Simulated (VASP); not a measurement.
# HfN (R3m) in VASP: single point with PBE

Aim: the single point of HfN with PBE.

Everything below comes from runs of VASP 6.6.1. Logs are shortened: lines on timing, memory, paths and dates and some standing lists are left out, and cuts for length are marked.

## (1) The cell of the first run

Symmetry: R3m, No. 160, trigonal system. Conventional cell: a = 3.190 Å, b = 3.190 Å, c = 7.815 Å, α = 90.00°, β = 90.00°, γ = 120.00°. Hf (site symmetry 3m) has 6 N at 2.15 to 2.38 Å within 2.8 Å. N (site symmetry 3m) has 6 Hf at 2.15 to 2.38 Å within 2.8 Å.

## (2) Single point, PBE (atom 1 (Hf) moved by [0.11547, 0.11547, 0.11547] A)

INCAR

```
SYSTEM = HfN
ALGO = Normal
EDIFF = 1E-6
ENCUT = 520
GGA = PE
ISIF = 2
ISMEAR = -1
LASPH = .TRUE.
LCHARG = .FALSE.
LREAL = .FALSE.
LWAVE = .FALSE.
NBANDS = 14
NELM = 60
PREC = Accurate
SIGMA = 0.05
```

KPOINTS

```
k-points
0
G
  16 16 16
  0 0 0
```

POSCAR

```
HfN
1.0
    0.0000000000      2.2558601243      2.2558601243
    2.2558601243      0.0000000000      2.2558601243
    2.2558601243      2.2558601243      0.0000000000
Hf N
1 1
Direct
    0.0255933421      0.0255933421      0.0255933421
    0.5000000000      0.5000000000      0.5000000000
```

Potentials or basis: VASP PAW PBE potentials, release 64 (Hf_pv, N).

Command:

```sh
cat potpaw_PBE.64/Hf_pv/POTCAR potpaw_PBE.64/N/POTCAR > POTCAR
mpirun -np 1 vasp_std > vasp.out
```

OUTCAR:

```text
SYSTEM = HfN
   EDIFF = 1E-6
   ENCUT = 520
   GGA = PE
   ISIF = 2
   ISMEAR = -1
   LASPH = .TRUE.
   LREAL = .FALSE.
   NELM = 60
   PREC = Accurate

 ion  position               nearest neighbor table
   1  0.026  0.026  0.026-   2 2.15   2 2.15   2 2.15   2 2.38   2 2.38   2 2.38
   2  0.500  0.500  0.500-   1 2.15   1 2.15   1 2.15   1 2.38   1 2.38   1 2.38

  LATTYP: Found a face centered cubic cell.
 ALAT       =     4.5117202486

  Lattice vectors:

 A1 = (   0.0000000000,   2.2558601243,   2.2558601243)
 A2 = (   2.2558601243,   0.0000000000,   2.2558601243)
 A3 = (   2.2558601243,   2.2558601243,   0.0000000000)

Analysis of symmetry for initial positions (statically):
=====================================================================
 Subroutine PRICEL returns:
 Original cell was already a primitive cell.

 Routine SETGRP: Setting up the symmetry group for a
 face centered cubic supercell.

 Subroutine GETGRP returns: Found  6 space group operations
 (whereof  6 operations were pure point group operations)
 out of a pool of 48 trial point group operations.

The static configuration has the point symmetry C_3v.

Analysis of symmetry for dynamics (positions and initial velocities):
=====================================================================
 Subroutine PRICEL returns:
 Original cell was already a primitive cell.

 Routine SETGRP: Setting up the symmetry group for a
 face centered cubic supercell.

 Subroutine GETGRP returns: Found  6 space group operations
 (whereof  6 operations were pure point group operations)
 out of a pool of 48 trial point group operations.

The dynamic configuration has the point symmetry C_3v.

 Subroutine INISYM returns: Found  6 space group operations
 (whereof  6 operations are pure point group operations),
 and found     1 'primitive' translations

----------------------------------------------------------------------------------------

                                     Primitive cell

  volume of cell :      22.9597

  direct lattice vectors                    reciprocal lattice vectors
     0.000000000  2.255860124  2.255860124    -0.221644948  0.221644948  0.221644948
     2.255860124  0.000000000  2.255860124     0.221644948 -0.221644948  0.221644948
     2.255860124  2.255860124  0.000000000     0.221644948  0.221644948 -0.221644948

  length of vectors
     3.190267983  3.190267983  3.190267983     0.383900311  0.383900311  0.383900311

  position of ions in fractional coordinates (direct lattice)
     0.025593342  0.025593342  0.025593342
     0.500000000  0.500000000  0.500000000

  ion indices of the primitive-cell ions
   primitive index   ion index
                 1           1
                 2           2

----------------------------------------------------------------------------------------

 KPOINTS: k-points

Automatic generation of k-mesh.
 Grid dimensions read from file:
 generate k-points for:   16   16   16

 Generating k-lattice:

  Cartesian coordinates                     Fractional coordinates (reciprocal lattice)
    -0.013852809  0.013852809  0.013852809     0.062500000  0.000000000  0.000000000
     0.013852809 -0.013852809  0.013852809     0.000000000  0.062500000  0.000000000
     0.013852809  0.013852809 -0.013852809     0.000000000  0.000000000  0.062500000

  Length of vectors
     0.023993769  0.023993769  0.023993769

  Shift w.r.t. Gamma in fractional coordinates (k-lattice)
     0.000000000  0.000000000  0.000000000

 Subroutine IBZKPT returns following result:
 ===========================================

 Found    417 irreducible k-points:

 Following reciprocal coordinates:
            Coordinates               Weight
  0.000000  0.000000  0.000000      1.000000
  0.062500  0.000000  0.000000      6.000000
  0.062500  0.062500  0.062500      2.000000
  0.125000  0.000000  0.000000      6.000000
  0.125000  0.125000  0.125000      2.000000
  0.187500  0.000000  0.000000      6.000000
[... 16 lines left out ...]
  0.062500  0.062500 -0.125000      6.000000
  0.187500  0.125000  0.187500      6.000000
 [... further k-points ...]
   k-points           NKPTS =    417   k-points in BZ     NKDIM =    417   number of bands    NBANDS=     14
   number of dos      NEDOS =    301   number of ions     NIONS =      2
   total plane-waves  NPLWV =  13824
   dimension x,y,z NGX =    24 NGY =   24 NGZ =   24
   dimension x,y,z NGXF=    48 NGYF=   48 NGZF=   48
   ions per type =               1   1
   NGX,Y,Z   is equivalent  to a cutoff of  12.51, 12.51, 12.51 a.u.
   NGXF,Y,Z  is equivalent  to a cutoff of  25.01, 25.01, 25.01 a.u.
 SYSTEM =  HfN
   PREC   = accura    normal or accurate (medium, high low for compatibility)
   ISTART =      0    job   : 0-new  1-cont  2-samecut
   ICHARG =      2    charge: 1-file 2-atom 10-const
   ISPIN  =      1    spin polarized calculation?
   LNONCOLLINEAR =      F non collinear calculations
   LSORBIT =      F    spin-orbit coupling
   LASPH  =      T    aspherical Exc in radial PAW
   ENCUT  =  520.0 eV  38.22 Ry    6.18 a.u.   5.93  5.93  5.93*2*pi/ulx,y,z
   NELM   =     60;   NELMIN=  2; NELMDL= -5     # of ELM steps
   EDIFF  = 0.1E-05   stopping-criterion for ELM
   LREAL  =      F    real-space projection
   EDIFFG = 0.1E-04   stopping-criterion for IOM
   NSW    =      0    number of steps for IOM
   IBRION =     -1    ionic relax: 0-MD 1-quasi-New 2-CG
   NFREE  =      0    steps in history (QN), initial steepest desc. (CG)
   ISIF   =      2    stress and relaxation
   ISYM   =      2    0-nonsym 1-usesym 2-fastsym
   POTIM  = 0.5000    time-step for ionic-motion
   TEBEG  =    0.0;   TEEND  =   0.0 temperature during run
   PSTRESS=    0.0 pullay stress
   NELECT =      15.0000    total number of electrons
   NUPDOWN=      -1.0000    fix difference up-down
   EMIN   =  10.00;   EMAX   =-10.00  energy-range for DOS
   EFERMI =   0.00;   METHOD = LEGACY
   ISMEAR =    -1;   SIGMA  =   0.05  broadening in eV -4-tet -1-fermi 0-gaus
   EFERMI_NEDOS =   21; number of points for ismear=-14 and -15
   IALGO  =     38    algorithm
   IMIX   =      4    mixing-type and parameters
     AMIX     =   0.40;   BMIX     =  1.00
     AMIX_MAG =   1.60;   BMIX_MAG =  1.00
  volume/ion in A,a.u.               =      11.48        77.47
  Fermi-wavevector in a.u.,A,eV,Ry     =   1.420528  2.684408 27.455188  2.017899
  Thomas-Fermi vector in A             =   2.541434
   LORBIT       =      0    0 simple, 1 ext, 2 COOP (PROOUT), +10 PAW based schemes
   GGA     = PE    functional components
   LHFCALC =     F    Hartree Fock is set to
   AEXX    =    0.0000 exact exchange contribution
   IVDW    =     0    specifies the selected vdW correction
   LEPSILON=     F    determine dielectric tensor
   LRPA    =     F    only Hartree local field effects (RPA)
 non-spin polarized calculation
  energy-cutoff  :      520.00
  volume of cell :       22.96
 maximum number of plane-waves:       636
   NGX = 11   NGY = 11   NGZ = 11

 number of electron      15.0000002 magnetization

 Free energy of the ion-electron system (eV)
  ---------------------------------------------------
  ext. energy  EPLUGINS =         0.00000000
  ---------------------------------------------------
  free energy    TOTEN  =       -21.51955929 eV

  energy without entropy =      -21.51465797  energy(sigma->0) =      -21.51710863

 E-fermi :   8.4004     XC(G=0): -12.7373

 val. band max:        8.3943489002   @ k =  -0.3750   0.3125   0.0000
 cond. band min:       8.4043191099   @ k =  -0.3750   0.2500   0.5000
 fundamental gap:      0.0099702098
 Fermi energy:         8.4003968631

 k-point     1 :       0.0000    0.0000    0.0000
  band No.  band energies     occupation
      1     -22.6924      2.00000
      2     -22.6712      2.00000
      3     -22.6712      2.00000
      4      -9.1161      2.00000
      5       4.7756      2.00000
      6       4.9092      2.00000
      7       4.9092      2.00000
      8       8.2717      1.85839
      9       8.2717      1.85839
     10       8.9275      0.00005
     11      10.1715      0.00000
     12      10.8687      0.00000
     13      10.8687      0.00000
     14      17.9075      0.00000

 k-point     2 :       0.0625    0.0000    0.0000
  band No.  band energies     occupation
      1     -22.7204      2.00000
      2     -22.6885      2.00000
      3     -22.6748      2.00000
      4      -9.0245      2.00000
      5       4.2978      2.00000
      6       4.7518      2.00000
      7       4.9953      2.00000
      8       8.2182      1.94900
      9       8.3286      1.61590
     10       8.8798      0.00014
     11      10.4463      0.00000
     12      11.1727      0.00000
     13      11.2842      0.00000
     14      18.2164      0.00000

 k-point     3 :       0.0625    0.0625    0.0625
  band No.  band energies     occupation
      1     -22.7330      2.00000
      2     -22.6746      2.00000
      3     -22.6746      2.00000
      4      -9.0275      2.00000
      5       4.4826      2.00000
      6       4.7288      2.00000
      7       4.7288      2.00000
      8       8.3763      1.23641
      9       8.3763      1.23641
     10       8.8522      0.00024
     11      10.5317      0.00000
     12      11.1485      0.00000
     13      11.1485      0.00000
     14      18.2262      0.00000
[... 324 lines left out ...]
 k-point    23 :       0.0625    0.0625   -0.1250
  band No.  band energies     occupation
      1     -22.9538      2.00000
      2     -22.7174      2.00000
      3     -22.7149      2.00000
      4      -8.4502      2.00000
      5       2.7403      2.00000
      6       4.1854      2.00000
      7       4.2253      2.00000
      8       8.0216      1.99897
      9       9.2101      0.00000
     10       9.2126      0.00000
     11      11.6456      0.00000
     12      12.2102      0.00000
     13      13.7251      0.00000
     14      20.0744      0.00000

 k-point    24 :       0.1875    0.1250    0.1875
  band No.  band energies     occupation
      1     -22.9611      2.00000
      2     -22.7161      2.00000
      3     -22.6987      2.00000
      4      -8.4705      2.00000
      5       2.8655      2.00000
      6       3.8857      2.00000
      7       4.0871      2.00000
      8       8.2525      1.90136
      9       9.3602      0.00000
     10       9.4472      0.00000
     11      11.6631      0.00000
     12      12.0800      0.00000
     13      13.5793      0.00000
     14      20.1069      0.00000

 [... further k-points ...]

------------------------ aborting loop because EDIFF is reached ----------------------------------------

  FORCE on cell =-STRESS in cart. coord.  units (eV):
  Direction    XX          YY          ZZ          XY          YZ          ZX
  --------------------------------------------------------------------------------------
  -------------------------------------------------------------------------------------
  Total        1.3704865      1.3704865      1.3704865     -0.0873066     -0.0873066     -0.0873066
  in kB       95.6354366     95.6354366     95.6354366     -6.0924397     -6.0924397     -6.0924397
  external PRESSURE =      95.6354366 kB  Pullay stress =       0.0000000 kB

 VOLUME and BASIS-vectors are now :
 -----------------------------------------------------------------------------
  energy-cutoff  :      520.00
  volume of cell :       22.96
      direct lattice vectors                 reciprocal lattice vectors
     0.000000000  2.255860124  2.255860124    -0.221644948  0.221644948  0.221644948
     2.255860124  0.000000000  2.255860124     0.221644948 -0.221644948  0.221644948
     2.255860124  2.255860124  0.000000000     0.221644948  0.221644948 -0.221644948

 POSITION                                       TOTAL-FORCE (eV/Angst)
 -----------------------------------------------------------------------------------
      0.11547      0.11547      0.11547        -1.357370     -1.357370     -1.357370
      2.25586      2.25586      2.25586         1.357370      1.357370      1.357370
 -----------------------------------------------------------------------------------
    total drift:                                0.000025      0.000025      0.000025

  FREE ENERGIE OF THE ION-ELECTRON SYSTEM (eV)
  ---------------------------------------------------
  free  energy   TOTEN  =       -21.5195592925 eV

  energy  without entropy=      -21.5146579701  energy(sigma->0) =      -21.51710863
```

Wall time 41 s (1 thread of Intel Xeon 6975P-C (Granite Rapids), shared host); peak memory 0.26 GiB.

What came out:

* Free energy: -21.5196 eV
* Pressure: 9.6 GPa
* Largest force: 2.351 eV/Å
* Band gap on the k mesh: zero (an odd number of electrons rules out a gap without spin polarisation)

Forces on the atoms (eV/Å):
```
Hf  -1.357 -1.357 -1.357
N    1.357  1.357  1.357
```

Levels at points of the mesh, in eV from the Fermi level:
| k point | band 5 | band 6 | band 7 | band 8 | band 9 | band 10 |
| --- | --- | --- | --- | --- | --- | --- |
| (0.00, 0.00, 0.00) | -3.62 | -3.49 | -3.49 | -0.13 | -0.13 | 0.53 |
| (0.50, 0.00, 0.00) | -8.86 | -6.16 | -6.00 | 2.94 | 3.62 | 3.67 |
| (0.50, 0.50, 0.50) | -8.79 | -6.30 | -6.30 | 3.12 | 3.84 | 3.84 |
| (0.50, 0.50, 0.00) | -5.38 | -4.90 | -3.79 | -2.46 | 4.32 | 5.38 |

Caveat: the cell differs from its parent crystal (atom 1 (Hf) moved by [0.11547, 0.11547, 0.11547] A); the cell stands under pressure; spin-orbit coupling is left out, which moves the levels of the heavy elements; forces of over 1 eV/Å act on the atoms, so gaps and moduli don't describe the material at rest.
